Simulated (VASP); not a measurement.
# Eu (Im-3m) in VASP: single point with PBE

Aim: the single point of Eu with PBE.

Everything below comes from runs of VASP 6.6.1. Logs are shortened: lines on timing, memory, paths and dates and some standing lists are left out, and cuts for length are marked.

## 1. The cell of the first run

Symmetry: Im-3m, No. 229, cubic system. The conventional cell has a = 4.551 Å, b = 4.551 Å, c = 4.551 Å, α = 90.00°, β = 90.00°, γ = 90.00°. Eu (site symmetry m-3m) has 14 Eu at 3.94 to 4.55 Å within 5.2 Å.

## 2. Single point, PBE

POSCAR

```
Eu
1.0
   -2.2755000000      2.2755000000      2.2755000000
    2.2755000000     -2.2755000000      2.2755000000
    2.2755000000      2.2755000000     -2.2755000000
Eu
1
Direct
    0.0000000000      0.0000000000      0.0000000000
```

INCAR.step1

```
PREC     = Accurate       # precision mode
ENCUT    = 520            # plane-wave cutoff, eV
EDIFF    = 1E-7           # SCF threshold, eV
ISMEAR   = -1             # smearing method
SIGMA    = 0.03           # smearing width, eV
LREAL    = False          # projectors in reciprocal space
LASPH    = True           # aspherical terms in the spheres
NELM     = 80             # most SCF steps
ALGO     = Normal         # electronic algorithm
ISIF     = 2              # what is computed and relaxed
LWAVE    = False          # write WAVECAR
LCHARG   = True           # write CHGCAR
LMAXMIX  = 6              # l up to which the mixer works
GGA      = PE             # functional
NBANDS   = 14             # bands
```

KPOINTS.step1

```
regular mesh
0
Gamma
  11 11 11
```

INCAR.step2

```
PREC     = Accurate       # precision mode
ENCUT    = 520            # plane-wave cutoff, eV
EDIFF    = 1E-7           # SCF threshold, eV
ISMEAR   = -5             # smearing method
SIGMA    = 0.03           # smearing width, eV
LREAL    = False          # projectors in reciprocal space
LASPH    = True           # aspherical terms in the spheres
NELM     = 80             # most SCF steps
ALGO     = Normal         # electronic algorithm
ISIF     = 2              # what is computed and relaxed
LWAVE    = False          # write WAVECAR
LCHARG   = False          # write CHGCAR
LMAXMIX  = 6              # l up to which the mixer works
GGA      = PE             # functional
LORBIT   = 11             # projections on sites
NEDOS    = 1001           # points of the DOS
ICHARG   = 11             # starting density
```

KPOINTS.step2

```
regular mesh
0
Gamma
  17 17 17
```

Potentials or basis: VASP PAW PBE potentials, release 64 (Eu).

Started as:

```bash
> cat potpaw_PBE.64/Eu/POTCAR > POTCAR
> cp INCAR.step1 INCAR
> cp KPOINTS.step1 KPOINTS
> mpirun -np 1 vasp_std > vasp.out
> cp INCAR.step2 INCAR
> cp KPOINTS.step2 KPOINTS
> mpirun -np 1 vasp_std > vasp.out
```

OUTCAR:

```text
PREC = Accurate
   ENCUT = 520
   EDIFF = 1E-7
   ISMEAR = -5
   LREAL = False
   LASPH = True
   NELM = 80
   ISIF = 2
   GGA = PE
   LORBIT = 11
   ICHARG = 11

 ion  position               nearest neighbor table
   1  0.000  0.000  0.000-

  LATTYP: Found a body centered cubic cell.
 ALAT       =     4.5510000000

  Lattice vectors:

 A1 = (  -2.2755000000,   2.2755000000,   2.2755000000)
 A2 = (   2.2755000000,  -2.2755000000,   2.2755000000)
 A3 = (   2.2755000000,   2.2755000000,  -2.2755000000)

Analysis of symmetry for initial positions (statically):
=====================================================================
 Subroutine PRICEL returns:
 Original cell was already a primitive cell.

 Routine SETGRP: Setting up the symmetry group for a
 body centered cubic supercell.

 Subroutine GETGRP returns: Found 48 space group operations
 (whereof 48 operations were pure point group operations)
 out of a pool of 48 trial point group operations.

The static configuration has the point symmetry O_h .

Analysis of symmetry for dynamics (positions and initial velocities):
=====================================================================
 Subroutine PRICEL returns:
 Original cell was already a primitive cell.

 Routine SETGRP: Setting up the symmetry group for a
 body centered cubic supercell.

 Subroutine GETGRP returns: Found 48 space group operations
 (whereof 48 operations were pure point group operations)
 out of a pool of 48 trial point group operations.

The dynamic configuration has the point symmetry O_h .

 Subroutine INISYM returns: Found 48 space group operations
 (whereof 48 operations are pure point group operations),
 and found     1 'primitive' translations

----------------------------------------------------------------------------------------

                                     Primitive cell

  volume of cell :      47.1292

  direct lattice vectors                    reciprocal lattice vectors
    -2.275500000  2.275500000  2.275500000     0.000000000  0.219731927  0.219731927
     2.275500000 -2.275500000  2.275500000     0.219731927  0.000000000  0.219731927
     2.275500000  2.275500000 -2.275500000     0.219731927  0.219731927  0.000000000

  length of vectors
     3.941281613  3.941281613  3.941281613     0.310747871  0.310747871  0.310747871

  position of ions in fractional coordinates (direct lattice)
     0.000000000  0.000000000  0.000000000

  ion indices of the primitive-cell ions
   primitive index   ion index
                 1           1

----------------------------------------------------------------------------------------

 KPOINTS: regular mesh

Automatic generation of k-mesh.
 Grid dimensions read from file:
 generate k-points for:   17   17   17

 Generating k-lattice:

  Cartesian coordinates                     Fractional coordinates (reciprocal lattice)
     0.000000000  0.012925407  0.012925407     0.058823529  0.000000000  0.000000000
     0.012925407  0.000000000  0.012925407     0.000000000  0.058823529  0.000000000
     0.012925407  0.012925407  0.000000000     0.000000000  0.000000000  0.058823529

  Length of vectors
     0.018279287  0.018279287  0.018279287

  Shift w.r.t. Gamma in fractional coordinates (k-lattice)
     0.000000000  0.000000000  0.000000000

 TETIRR: Found   5734 inequivalent tetrahedra from    29478

 Subroutine IBZKPT returns following result:
 ===========================================

 Found    165 irreducible k-points:

 Following reciprocal coordinates:
            Coordinates               Weight
  0.000000  0.000000  0.000000      1.000000
  0.058824  0.000000  0.000000     12.000000
  0.117647  0.000000  0.000000     12.000000
  0.176471  0.000000  0.000000     12.000000
  0.235294  0.000000  0.000000     12.000000
  0.294118  0.000000  0.000000     12.000000
[... 16 lines left out ...]
  0.411765  0.117647  0.000000     48.000000
  0.176471  0.176471  0.000000     24.000000
 [... further k-points ...]
   k-points           NKPTS =    165   k-points in BZ     NKDIM =    165   number of bands    NBANDS=     12
   number of dos      NEDOS =   1001   number of ions     NIONS =      1
   total plane-waves  NPLWV =  27000
   dimension x,y,z NGX =    30 NGY =   30 NGZ =   30
   dimension x,y,z NGXF=    60 NGYF=   60 NGZF=   60
   ions per type =               1
   NGX,Y,Z   is equivalent  to a cutoff of  12.65, 12.65, 12.65 a.u.
   NGXF,Y,Z  is equivalent  to a cutoff of  25.31, 25.31, 25.31 a.u.
 SYSTEM =  unknown system
   PREC   = accura    normal or accurate (medium, high low for compatibility)
   ISTART =      0    job   : 0-new  1-cont  2-samecut
   ICHARG =     11    charge: 1-file 2-atom 10-const
   ISPIN  =      1    spin polarized calculation?
   LNONCOLLINEAR =      F non collinear calculations
   LSORBIT =      F    spin-orbit coupling
   LASPH  =      T    aspherical Exc in radial PAW
   ENCUT  =  520.0 eV  38.22 Ry    6.18 a.u.   7.33  7.33  7.33*2*pi/ulx,y,z
   NELM   =     80;   NELMIN=  2; NELMDL=  0     # of ELM steps
   EDIFF  = 0.1E-06   stopping-criterion for ELM
   LREAL  =      F    real-space projection
   EDIFFG = 0.1E-05   stopping-criterion for IOM
   NSW    =      0    number of steps for IOM
   IBRION =     -1    ionic relax: 0-MD 1-quasi-New 2-CG
   NFREE  =      0    steps in history (QN), initial steepest desc. (CG)
   ISIF   =      2    stress and relaxation
   ISYM   =      2    0-nonsym 1-usesym 2-fastsym
   POTIM  = 0.5000    time-step for ionic-motion
   TEBEG  =    0.0;   TEEND  =   0.0 temperature during run
   PSTRESS=    0.0 pullay stress
   NELECT =      17.0000    total number of electrons
   NUPDOWN=      -1.0000    fix difference up-down
   EMIN   =  10.00;   EMAX   =-10.00  energy-range for DOS
   EFERMI =   0.00;   METHOD = LEGACY
   ISMEAR =    -5;   SIGMA  =   0.03  broadening in eV -4-tet -1-fermi 0-gaus
   EFERMI_NEDOS =   21; number of points for ismear=-14 and -15
   IALGO  =     38    algorithm
   IMIX   =      4    mixing-type and parameters
     AMIX     =   0.40;   BMIX     =  1.00
     AMIX_MAG =   1.60;   BMIX_MAG =  1.00
  volume/ion in A,a.u.               =      47.13       318.04
  Fermi-wavevector in a.u.,A,eV,Ry     =   1.165362  2.202215 18.477655  1.358069
  Thomas-Fermi vector in A             =   2.301889
   LORBIT       =     11    0 simple, 1 ext, 2 COOP (PROOUT), +10 PAW based schemes
   GGA     = PE    functional components
   LHFCALC =     F    Hartree Fock is set to
   AEXX    =    0.0000 exact exchange contribution
   IVDW    =     0    specifies the selected vdW correction
   LEPSILON=     F    determine dielectric tensor
   LRPA    =     F    only Hartree local field effects (RPA)
 non-spin polarized calculation
 Fermi weights with tetrahedron method with Bloechl corrections
  energy-cutoff  :      520.00
  volume of cell :       47.13
 maximum number of plane-waves:      1286
 NGX is ok and might be reduce to    30

 number of electron      17.0000003 magnetization

 Free energy of the ion-electron system (eV)
  ---------------------------------------------------
  ext. energy  EPLUGINS =         0.00000000
  ---------------------------------------------------
  free energy    TOTEN  =        -3.78569507 eV

  energy without entropy =       -3.78569507  energy(sigma->0) =       -3.78569507

 E-fermi :   1.5584     XC(G=0):  -8.4955

 val. band max:        1.5590300758   @ k =   0.2941   0.2353   0.0588
 cond. band min:       1.5572417743   @ k =   0.1765   0.1765   0.0588
 fundamental gap:     -0.0017883015
 Fermi energy:         1.5584075427

 k-point     1 :       0.0000    0.0000    0.0000
  band No.  band energies     occupation
      1     -39.6350      2.00000
      2     -18.3957      2.00000
      3     -18.3957      2.00000
      4     -18.3957      2.00000
      5      -2.2080      2.00000
      6       1.4988      2.00000
      7       1.4988      2.00000
      8       1.4988      2.00000
      9       1.6147      0.00000
     10       1.6147      0.00000
     11       1.6147      0.00000
     12       1.6676      0.00000

 k-point     2 :       0.0588    0.0000    0.0000
  band No.  band energies     occupation
      1     -39.6343      2.00000
      2     -18.4065      2.00000
      3     -18.3992      2.00000
      4     -18.3957      2.00000
      5      -2.1365      2.00000
      6       1.4982      2.00000
      7       1.4998      2.00000
      8       1.5009      2.00000
      9       1.6111      0.00000
     10       1.6131      0.00000
     11       1.6131      0.00000
     12       1.6613      0.00000

 k-point     3 :       0.1176    0.0000    0.0000
  band No.  band energies     occupation
      1     -39.6323      2.00000
      2     -18.4372      2.00000
      3     -18.4092      2.00000
      4     -18.3957      2.00000
      5      -1.9268      2.00000
      6       1.4968      2.00000
      7       1.5024      2.00000
      8       1.5074      2.00000
      9       1.6011      0.00000
     10       1.6065      0.00000
     11       1.6089      0.00000
     12       1.6479      0.00000
[... 286 lines left out ...]
 k-point    23 :       0.4118    0.1176    0.0000
  band No.  band energies     occupation
      1     -39.6133      2.00000
      2     -18.6866      2.00000
      3     -18.5094      2.00000
      4     -18.4108      2.00000
      5       0.5486      2.00000
      6       1.4895      2.00000
      7       1.4994      2.00000
      8       1.5291      2.00000
      9       1.5969      0.00000
     10       1.6121      0.00000
     11       1.6175      0.00000
     12       1.6247      0.00000

 k-point    24 :       0.1765    0.1765    0.0000
  band No.  band energies     occupation
      1     -39.6207      2.00000
      2     -18.5917      2.00000
      3     -18.4612      2.00000
      4     -18.4155      2.00000
      5      -0.5314      2.00000
      6       1.4844      2.00000
      7       1.5163      2.00000
      8       1.5474      2.00000
      9       1.5477      2.16050
     10       1.5844      0.00000
     11       1.5935      0.00000
     12       1.6217      0.00000

 [... further k-points ...]

------------------------ aborting loop because EDIFF is reached ----------------------------------------

  FORCE on cell =-STRESS in cart. coord.  units (eV):
  Direction    XX          YY          ZZ          XY          YZ          ZX
  --------------------------------------------------------------------------------------
  -------------------------------------------------------------------------------------
  Total       -1.9401820     -1.9401820     -1.9401820      0.0000000      0.0000000     -0.0000000
  in kB      -65.9572494    -65.9572494    -65.9572494      0.0000000      0.0000000     -0.0000000
  external PRESSURE =     -65.9572494 kB  Pullay stress =       0.0000000 kB

 VOLUME and BASIS-vectors are now :
 -----------------------------------------------------------------------------
  energy-cutoff  :      520.00
  volume of cell :       47.13
      direct lattice vectors                 reciprocal lattice vectors
    -2.275500000  2.275500000  2.275500000     0.000000000  0.219731927  0.219731927
     2.275500000 -2.275500000  2.275500000     0.219731927  0.000000000  0.219731927
     2.275500000  2.275500000 -2.275500000     0.219731927  0.219731927  0.000000000

 POSITION                                       TOTAL-FORCE (eV/Angst)
 -----------------------------------------------------------------------------------
      0.00000      0.00000      0.00000        -0.000000     -0.000000      0.000000
 -----------------------------------------------------------------------------------
    total drift:                               -0.000000      0.000000      0.000000

  FREE ENERGIE OF THE ION-ELECTRON SYSTEM (eV)
  ---------------------------------------------------
  free  energy   TOTEN  =        -3.7856950697 eV

  energy  without entropy=       -3.7856950697  energy(sigma->0) =       -3.78569507

 total charge

# of ion       s       p       d       f       tot
--------------------------------------------------
    1        2.073   5.634   0.289   6.482  14.479
```

Wall time 2 min (1 thread of Intel Xeon 6975P-C (Granite Rapids), shared host); peak memory 0.25 GiB.

Results:

| Property | Result |
| --- | --- |
| Valence electrons inside the program's atomic spheres | Eu 14.48 |

Caveat: spin-orbit coupling is left out, which moves the levels of the heavy elements; semilocal functionals describe open f shells poorly, which spoils levels, moments and volumes.
